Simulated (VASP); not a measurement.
Crystal: MoS2.

```xyz
3
Lattice="1.5800 0.9122 6.1500 -1.5800 0.9122 6.1500 0.0000 -1.8244 6.1500" Properties=species:S:1:pos:R:3 pbc="T T T"
Mo    0.0000    0.0000    0.0000
S     0.0000    0.0000    7.6936
S     0.0000    0.0000    4.6125
```

Base run:

| Property | Result |
| --- | --- |
| Program | VASP 6.6.1 |
| Functional | revPBE |
| Potentials or basis | VASP PAW PBE potentials, release 64 (Mo_sv, S) |
| Cutoff | 520 eV |
| k mesh | 6 × 6 × 6 |
| Occupations | fermi-dirac, width 0.05 eV |
| Spin | no spin polarisation |

Its results: band gap on the k mesh 0.95 eV (least direct gap 1.71 eV); pressure 7.1 GPa; largest force 0.554 eV/Å.

Q: After a change of settings the same cell gave: band gap on the k mesh 0.94 eV (least direct gap 1.71 eV); pressure 12.9 GPa; largest force 0.940 eV/Å. Which change was it?
A. functional from revPBE to PBE; further incar settings from ALGO = Normal; EDIFF = 1e-06; NBANDS = 20 to ALGO = Normal; EDIFF = 1e-07; NBANDS = 20
B. functional from revPBE to RPBE; further incar settings from ALGO = Normal; EDIFF = 1e-06; NBANDS = 20 to ALGO = Normal; EDIFF = 1e-07; NBANDS = 20
C. functional from revPBE to r2SCAN
D. functional from revPBE to BLYP

A: D.

Caveats: the cell stands under pressure; the PAW data sets were made with another functional, which shifts forces and pressure a little.
